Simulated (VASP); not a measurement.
# C (P4_2/mmc) in VASP: further runs

C is run at these levels: PBE; tasks: relaxation of cell and atoms, single point.

All numbers are computed with VASP 6.6.1; they aren't measurements. Logs are shortened: lines on timing, memory, paths and dates and some standing lists are left out, and cuts for length are marked.

## (1) The cell of the first run

The structure is tetragonal, space group P4_2/mmc (No. 131). Conventional cell: a = 3.154 Å, b = 3.154 Å, c = 2.506 Å, α = 90.00°, β = 90.00°, γ = 90.00°. C (site symmetry m2m) has 6 C at 1.49 to 1.72 Å within 2.0 Å.

## (2) Relaxation of cell and atoms, PBE

File INCAR:

```
SYSTEM = C
  PREC = Accurate
  ENCUT = 600
  EDIFF = 1E-7
  ISMEAR = 0
  SIGMA = 0.1
  LREAL = .False.
  LASPH = .True.
  NELM = 120
  ALGO = Normal
  ISIF = 3
  LWAVE = .False.
  LCHARG = .False.
  GGA = PE
  IBRION = 2
  NSW = 90
  EDIFFG = -0.04
  GGA_COMPAT = .False.
  NELMIN = 4
```

File KPOINTS:

```
Automatic mesh
0
Gamma
  6 6 6
  0 0 0
```

File POSCAR:

```
C
1.0
    3.1539890500      0.0000000000      0.0000000000
    0.0000000000      3.1539890500      0.0000000000
    0.0000000000      0.0000000000      2.5063951700
C
4
Direct
    0.2638941600      0.0000000000      0.0000000000
    0.7361058400      0.0000000000      0.0000000000
    0.0000000000      0.2638941600      0.5000000000
    0.0000000000      0.7361058400      0.5000000000
```

Potentials or basis: VASP PAW PBE potentials, release 64 (C).

Started as:

```bash
$ cat potpaw_PBE.64/C/POTCAR > POTCAR
$ mpirun -np 1 vasp_std > vasp.out
```

OUTCAR:

```text
SYSTEM = C
   PREC = Accurate
   ENCUT = 600
   EDIFF = 1E-7
   ISMEAR = 0
   LREAL = .False.
   LASPH = .True.
   NELM = 120
   ISIF = 3
   GGA = PE
   IBRION = 2
   NSW = 90
   EDIFFG = -0.04
   NELMIN = 4

 ion  position               nearest neighbor table
   1  0.264  0.000  0.000-   2 1.49   2 1.66   4 1.72   3 1.72   4 1.72   3 1.72
   2  0.736  0.000  0.000-   1 1.49   1 1.66   3 1.72   4 1.72   3 1.72   4 1.72
   3  0.000  0.264  0.500-   4 1.49   4 1.66   1 1.72   1 1.72   2 1.72   2 1.72
   4  0.000  0.736  0.500-   3 1.49   3 1.66   2 1.72   1 1.72   1 1.72   2 1.72

  LATTYP: Found a simple tetragonal cell.
 ALAT       =     3.1539890500
 C/A-ratio  =     0.7946746581

  Lattice vectors:

 A1 = (   3.1539890500,   0.0000000000,   0.0000000000)
 A2 = (   0.0000000000,   3.1539890500,   0.0000000000)
 A3 = (   0.0000000000,   0.0000000000,   2.5063951700)

Analysis of symmetry for initial positions (statically):
=====================================================================
 Subroutine PRICEL returns:
 Original cell was already a primitive cell.

 Routine SETGRP: Setting up the symmetry group for a
 simple tetragonal supercell.

 Subroutine GETGRP returns: Found 16 space group operations
 (whereof  8 operations were pure point group operations)
 out of a pool of 16 trial point group operations.

The static configuration has the point symmetry D_2h.
 The point group associated with its full space group is D_4h.

Analysis of symmetry for dynamics (positions and initial velocities):
=====================================================================
 Subroutine PRICEL returns:
 Original cell was already a primitive cell.

 Routine SETGRP: Setting up the symmetry group for a
 simple tetragonal supercell.

 Subroutine GETGRP returns: Found 16 space group operations
 (whereof  8 operations were pure point group operations)
 out of a pool of 16 trial point group operations.

The dynamic configuration has the point symmetry D_2h.
 The point group associated with its full space group is D_4h.

 Subroutine INISYM returns: Found 16 space group operations
 (whereof  8 operations are pure point group operations),
 and found     1 'primitive' translations

----------------------------------------------------------------------------------------

                                     Primitive cell

  volume of cell :      24.9327

  direct lattice vectors                    reciprocal lattice vectors
     3.153989050  0.000000000  0.000000000     0.317058805  0.000000000  0.000000000
     0.000000000  3.153989050  0.000000000     0.000000000  0.317058805  0.000000000
     0.000000000  0.000000000  2.506395170     0.000000000  0.000000000  0.398979384

[... 95 lines left out ...]
   POTIM  = 0.5000    time-step for ionic-motion
   TEBEG  =    0.0;   TEEND  =   0.0 temperature during run
   PSTRESS=    0.0 pullay stress
   NELECT =      16.0000    total number of electrons
   NUPDOWN=      -1.0000    fix difference up-down
   EMIN   =  10.00;   EMAX   =-10.00  energy-range for DOS
   EFERMI =   0.00;   METHOD = LEGACY
   ISMEAR =     0;   SIGMA  =   0.10  broadening in eV -4-tet -1-fermi 0-gaus
   EFERMI_NEDOS =   21; number of points for ismear=-14 and -15
   IALGO  =     38    algorithm
   IMIX   =      4    mixing-type and parameters
     AMIX     =   0.40;   BMIX     =  1.00
     AMIX_MAG =   1.60;   BMIX_MAG =  1.00
  volume/ion in A,a.u.               =       6.23        42.06
  Fermi-wavevector in a.u.,A,eV,Ry     =   1.412076  2.668437 27.129469  1.993960
  Thomas-Fermi vector in A             =   2.533862
   LORBIT       =      0    0 simple, 1 ext, 2 COOP (PROOUT), +10 PAW based schemes
   GGA     = PE    functional components
   LHFCALC =     F    Hartree Fock is set to
   AEXX    =    0.0000 exact exchange contribution
   IVDW    =     0    specifies the selected vdW correction
   LEPSILON=     F    determine dielectric tensor
   LRPA    =     F    only Hartree local field effects (RPA)
 conjugate gradient relaxation of ions
 non-spin polarized calculation
 Gauss-broadening in eV      SIGMA  =   0.10
  energy-cutoff  :      600.00
  volume of cell :       24.93
 maximum number of plane-waves:       848
 NGX is ok and might be reduce to    28
   NGX = 13   NGY = 13   NGZ = 11

--------------------------------------- Ionic step        1  -------------------------------------------

 number of electron      16.0000001 magnetization

 Free energy of the ion-electron system (eV)
  ---------------------------------------------------
  ext. energy  EPLUGINS =         0.00000000
  ---------------------------------------------------
  free energy    TOTEN  =       -23.95420056 eV

  energy without entropy =      -23.94614374  energy(sigma->0) =      -23.95017215

 E-fermi :  10.0876     XC(G=0): -12.6945

 val. band max:       10.0620264501   @ k =   0.5000   0.5000   0.0000
 cond. band min:      10.1239361950   @ k =   0.5000   0.3333   0.3333
 fundamental gap:      0.0619097449
 Fermi energy:        10.0875876846

 k-point     1 :       0.0000    0.0000    0.0000
  band No.  band energies     occupation
      1     -13.9845      2.00000
      2      -2.1562      2.00000
      3      -2.0210      2.00000
      4      -0.2621      2.00000
      5      -0.2621      2.00000
      6       1.5347      2.00000
      7       8.5124      2.00000
      8       9.5215      2.00000
      9      13.7602      0.00000
     10      13.7602      0.00000
     11      15.7063      0.00000
     12      16.2241      0.00000
[... 452 lines left out ...]
  FREE ENERGIE OF THE ION-ELECTRON SYSTEM (eV)
  ---------------------------------------------------
  free  energy   TOTEN  =       -25.2221913414 eV

  energy  without entropy=      -25.2126981399  energy(sigma->0) =      -25.21744474

[... ionic steps 4 to 9 ...]

--------------------------------------- Ionic step       10  -------------------------------------------

 number of electron      16.0000002 magnetization

------------------------ aborting loop because EDIFF is reached ----------------------------------------
[... 71 lines left out ...]
--------------------------------------- Ionic step       12  -------------------------------------------

 number of electron      16.0000002 magnetization

 Free energy of the ion-electron system (eV)
  ---------------------------------------------------
  ext. energy  EPLUGINS =         0.00000000
  ---------------------------------------------------
  free energy    TOTEN  =       -25.85207373 eV

  energy without entropy =      -25.84161669  energy(sigma->0) =      -25.84684521

 E-fermi :   8.1775     XC(G=0): -12.1229

 val. band max:        8.1229028942   @ k =   0.3333   0.3333   0.5000
 cond. band min:       8.2000661618   @ k =   0.5000   0.3333   0.5000
 fundamental gap:      0.0771632676
 Fermi energy:         8.1775394602

 k-point     1 :       0.0000    0.0000    0.0000
  band No.  band energies     occupation
      1     -13.0830      2.00000
      2      -4.8624      2.00000
      3      -2.7948      2.00000
      4      -2.0723      2.00000
      5      -2.0723      2.00000
      6       4.6738      2.00000
      7       5.8444      2.00000
      8      11.5140      0.00000
      9      11.5140      0.00000
     10      13.1181      0.00000
     11      13.5397      0.00000
     12      13.6566      0.00000
[... 376 lines left out ...]
  FREE ENERGIE OF THE ION-ELECTRON SYSTEM (eV)
  ---------------------------------------------------
  free  energy   TOTEN  =       -25.8520737272 eV

  energy  without entropy=      -25.8416166861  energy(sigma->0) =      -25.84684521

 reached required accuracy - stopping structural energy minimisation
```

Wall time 48 s (1 thread of Intel Xeon Platinum 8559C (Emerald Rapids), shared host); peak memory 0.14 GiB.

Results:

```yaml
Free_energy: -25.8521 eV
Relaxed_volume: 7.05 Å³/atom
Relaxed_cell: a = 3.461 Å, b = 3.461 Å, c = 2.353 Å, α = 90.00°, β = 90.00°, γ = 90.00°
Space_group_after_relaxing_to_0.05_Å: P4_2/mmc (No. 131)
Energy_gained_by_relaxing: 474.5 meV/atom
Ionic_steps: 12
Pressure_after_relaxing: 0.0 GPa
Band_gap_on_the_k_mesh: zero (band 8 reaches 11.51 eV, above the bottom of band 9 at 6.59 eV)
```

Step by step:
| step | energy change (eV) | largest force (eV/Å) | pressure (GPa) | volume (Å³) |
| --- | --- | --- | --- | --- |
| 1 | 0.0000 | 2.9972 | 44.80 | 24.93 |
| 2 | -0.9015 | 3.4887 | -1.32 | 31.76 |
| 3 | -1.2680 | 0.9436 | 0.30 | 29.38 |
| 4 | -1.2768 | 0.7745 | 1.46 | 29.06 |
| 5 | -1.4918 | 0.9537 | -21.33 | 31.87 |
| 6 | -1.6257 | 0.8635 | -13.95 | 30.83 |
| 7 | -1.8962 | 0.0111 | -2.17 | 28.44 |
| 8 | -1.8969 | 0.0756 | -1.37 | 28.33 |
| 9 | -1.8968 | 0.1029 | -1.00 | 28.28 |
| 10 | -1.8972 | 0.0908 | 1.06 | 28.08 |
| 11 | -1.8977 | 0.0028 | 0.17 | 28.17 |
| 12 | -1.8979 | 0.0008 | 0.03 | 28.18 |

Final structure:
```cif
data_structure
_symmetry_space_group_name_H-M 'P 1'
_symmetry_Int_Tables_number 1
_cell_length_a 3.4606
_cell_length_b 3.4606
_cell_length_c 2.3532
_cell_angle_alpha 90.000
_cell_angle_beta 90.000
_cell_angle_gamma 90.000
_cell_volume 28.18
loop_
_atom_site_label
_atom_site_type_symbol
_atom_site_fract_x
_atom_site_fract_y
_atom_site_fract_z
_atom_site_occupancy
C1 C 0.28750 0.00000 0.00000 1
C2 C 0.71250 0.00000 0.00000 1
C3 C 0.00000 0.28750 0.50000 1
C4 C 0.00000 0.71250 0.50000 1
```

Levels at points of the mesh, in eV from the Fermi level:
```tsv
k point	band 5	band 6	band 7	band 8	band 9	band 10	band 11	band 12
(0.00, 0.00, 0.00)	-10.25	-3.50	-2.33	3.34	3.34	4.94	5.36	5.48
(0.50, 0.00, 0.00)	-5.89	-5.07	-2.37	0.97	3.07	4.89	5.56	7.37
(0.50, 0.50, 0.00)	-3.15	-3.15	-0.64	1.05	1.05	3.87	4.70	8.73
(0.00, 0.00, 0.50)	-6.47	-6.47	-3.62	-3.62	0.42	0.42	2.94	2.94
(0.50, 0.00, 0.50)	-9.18	-4.92	-3.21	-2.10	0.47	0.85	1.82	2.06
(0.50, 0.50, 0.50)	-8.87	-8.87	-3.49	-3.49	1.23	1.23	7.22	7.22
```

Caveat: the k points lie up to 0.45 Å⁻¹ apart in the final cell.

## (3) Single point, PBE, collinear spin, ferromagnetic start

File INCAR:

```
SYSTEM = C
PREC = Accurate
ENCUT = 600
EDIFF = 1E-6
ISMEAR = 0
SIGMA = 0.1
LREAL = .FALSE.
LASPH = .TRUE.
NELM = 200
ALGO = Normal
ISIF = 2
LWAVE = .FALSE.
LCHARG = .FALSE.
ISPIN = 2
MAGMOM = 1 1 1 1
LORBIT = 11
GGA = PE
NBANDS = 20
GGA_COMPAT = .FALSE.
```

File KPOINTS:

```
Automatic mesh
0
G
  6 6 6
  0 0 0
```

POSCAR is that of step 2.

Potentials or basis: VASP PAW PBE potentials, release 64 (C).

Started as:

```bash
$ cat potpaw_PBE.64/C/POTCAR > POTCAR
$ mpirun -np 1 vasp_std > vasp.out
```

Run time: 22 s. Hardware: 1 thread of Intel Xeon Platinum 8559C (Emerald Rapids), shared host; peak memory 0.16 GiB.

Results (log left out):

| Item | Value |
| --- | --- |
| Free energy | -23.9542 eV |
| Pressure | 44.8 GPa |
| Largest force | 2.997 eV/Å |
| Band gap on the k mesh | zero (filled and empty bands overlap) |
| Net moment | 0.00 μB per cell |
| Valence electrons inside the program's atomic spheres | C 2.43 |

Forces in eV/Å, atoms in the order of the input:
```
C    2.997  0.000  0.000
C   -2.997  0.000  0.000
C    0.000  2.997  0.000
C    0.000 -2.997  0.000
```

Stress tensor (GPa, compression positive):
```
51.08  0.00  0.00
 0.00 51.08  0.00
 0.00  0.00 32.25
```

Levels at points of the mesh, in eV from the Fermi level:
Spin up:
```tsv
k point	band 6	band 7	band 8	band 9	band 10	band 11
(0.00, 0.00, 0.00)	-8.55	-1.58	-0.57	3.67	3.67	5.62
(0.50, 0.00, 0.00)	-5.44	-4.18	-0.99	-0.25	3.84	5.84
(0.50, 0.50, 0.00)	-2.00	-2.00	-0.78	-0.78	-0.03	4.77
(0.00, 0.00, 0.50)	-8.00	-3.01	-3.01	1.24	1.24	3.20
(0.50, 0.00, 0.50)	-6.40	-2.28	-2.02	1.62	1.67	3.38
(0.50, 0.50, 0.50)	-10.23	-4.26	-4.26	4.16	4.16	9.19
```
Spin down:
```csv
k point,band 4,band 5,band 6,band 7,band 8,band 9,band 10,band 11,band 12,band 13
"(0.00, 0.00, 0.00)",-10.35,-10.35,-8.55,-1.58,-0.57,3.67,3.67,5.62,6.14,6.14
"(0.50, 0.00, 0.00)",-8.73,-7.49,-5.44,-4.18,-0.99,-0.25,3.84,5.84,7.61,8.56
"(0.50, 0.50, 0.00)",-9.42,-6.19,-2.00,-2.00,-0.78,-0.78,-0.03,4.77,6.17,10.38
"(0.00, 0.00, 0.50)",-10.74,-8.00,-8.00,-3.01,-3.01,1.24,1.24,3.20,3.20,8.03
"(0.50, 0.00, 0.50)",-11.56,-10.48,-6.40,-2.28,-2.02,1.62,1.67,3.38,4.08,9.52
"(0.50, 0.50, 0.50)",-13.58,-10.23,-10.23,-4.26,-4.26,4.16,4.16,9.19,9.19,9.24
```

Caveat: the k points lie up to 0.42 Å⁻¹ apart; forces of over 1 eV/Å act on the atoms, so gaps and moduli don't describe the material at rest.

## (4) Single point, PBE, collinear spin, ferromagnetic start

This run uses another cell than the first one, of 7.05 Å³/atom, 1.130 times its volume.

File INCAR:

```
SYSTEM = C
PREC = Accurate ; ENCUT = 600
EDIFF = 1E-6 ; ISMEAR = 0
SIGMA = 0.1 ; LREAL = .False.
LASPH = .True. ; NELM = 200
ALGO = Normal ; ISIF = 2
LWAVE = .False. ; LCHARG = .False.
ISPIN = 2 ; MAGMOM = 1 1 1 1
LORBIT = 11 ; GGA = PE
NBANDS = 20 ; GGA_COMPAT = .False.
```

File KPOINTS:

```
Automatic mesh
0
Gamma
  6 6 8
  0 0 0
```

File POSCAR:

```
C
1.0
    3.4599502663      0.0000000000      0.0000000000
    0.0000000000      3.4599502663      0.0000000000
    0.0000000000      0.0000000000      2.3540200470
C
4
Direct
    0.2876664672      0.0000000000      0.0000000000
    0.7123335328      0.0000000000      0.0000000000
    0.0000000000      0.2876664672      0.5000000000
    0.0000000000      0.7123335328      0.5000000000
```

Started as:

```bash
$ cat potpaw_PBE.64/C/POTCAR > POTCAR
$ mpirun -np 1 vasp_std > vasp.out
```

Wall time 25 s (1 thread of Intel Xeon Platinum 8559C (Emerald Rapids), shared host); peak memory 0.17 GiB.

It converged, with:

```yaml
Free_energy: -25.8536 eV
Pressure: -0.5 GPa
Largest_force: 0.048 eV/Å
Band_gap_on_the_k_mesh: zero (filled and empty bands overlap)
Net_moment: 0.00 μB per cell
Valence_electrons_inside_the_program's_atomic_spheres: C 2.33
```

Forces on the atoms (eV/Å):
```
C    0.048  0.000  0.000
C   -0.048  0.000  0.000
C    0.000  0.048  0.000
C    0.000 -0.048  0.000
```

Stress tensor (GPa, compression positive):
```
-0.83  0.00  0.00
 0.00 -0.83  0.00
 0.00  0.00  0.02
```

Levels at points of the mesh, in eV from the Fermi level:
Spin up:
```
           k point  band 5  band 6  band 7  band 8  band 9  band 10  band 11  band 12
(0.00, 0.00, 0.00)  -10.19   -3.46   -2.26    3.39    3.39     4.98     5.40     5.53
(0.50, 0.00, 0.00)   -5.82   -5.02   -2.33    1.01    3.13     4.94     5.61     7.45
(0.50, 0.50, 0.00)   -3.09   -3.09   -0.59    1.09    1.09     3.92     4.74     6.68
(0.00, 0.00, 0.50)   -6.41   -6.41   -3.56   -3.56    0.47     0.47     3.00     3.00
(0.50, 0.00, 0.50)   -9.13   -4.85   -3.16   -2.04    0.52     0.89     1.88     2.11
(0.50, 0.50, 0.50)   -8.81   -8.81   -3.43   -3.43    1.27     1.27     7.27     7.27
```
Spin down:
```csv
k point,band 5,band 6,band 7,band 8,band 9,band 10,band 11,band 12
"(0.00, 0.00, 0.00)",-10.19,-3.46,-2.26,3.39,3.39,4.98,5.40,5.53
"(0.50, 0.00, 0.00)",-5.82,-5.02,-2.33,1.01,3.13,4.94,5.61,7.45
"(0.50, 0.50, 0.00)",-3.09,-3.09,-0.59,1.09,1.09,3.92,4.74,6.68
"(0.00, 0.00, 0.50)",-6.41,-6.41,-3.56,-3.56,0.47,0.47,3.00,3.00
"(0.50, 0.00, 0.50)",-9.13,-4.85,-3.16,-2.04,0.52,0.89,1.88,2.11
"(0.50, 0.50, 0.50)",-8.81,-8.81,-3.43,-3.43,1.27,1.27,7.27,7.27
```

## (5) The runs side by side

| task | spin | cell | k mesh | gap on the mesh (eV) | pressure (GPa) | moment (μB) | largest force (eV/Å) |
| --- | --- | --- | --- | --- | --- | --- | --- |
| relaxation of cell and atoms | off | relaxed from a = 3.154, b = 3.154, c = 2.506 Å, 4 atoms | 6 × 6 × 6 | none | 0.0 | - | - |
| single point | collinear, ferromagnetic start | a = 3.154, b = 3.154, c = 2.506 Å, 4 atoms | 6 × 6 × 6 | none | 44.8 | 0.00 | 3.00 |
| single point | collinear, ferromagnetic start | a = 3.460, b = 3.460, c = 2.354 Å, 4 atoms | 6 × 6 × 8 | none | -0.5 | 0.00 | 0.05 |

Alike in all rows: level PBE; potentials or basis VASP PAW PBE potentials, release 64 (C); cutoff (eV) 600; smearing gaussian 0.1 eV.

Caveats: some runs use coarse meshes; forces of over 1 eV/Å act on the atoms, so gaps and moduli don't describe the material at rest (some runs).

Absolute energies hang on the potentials; compare differences alone.
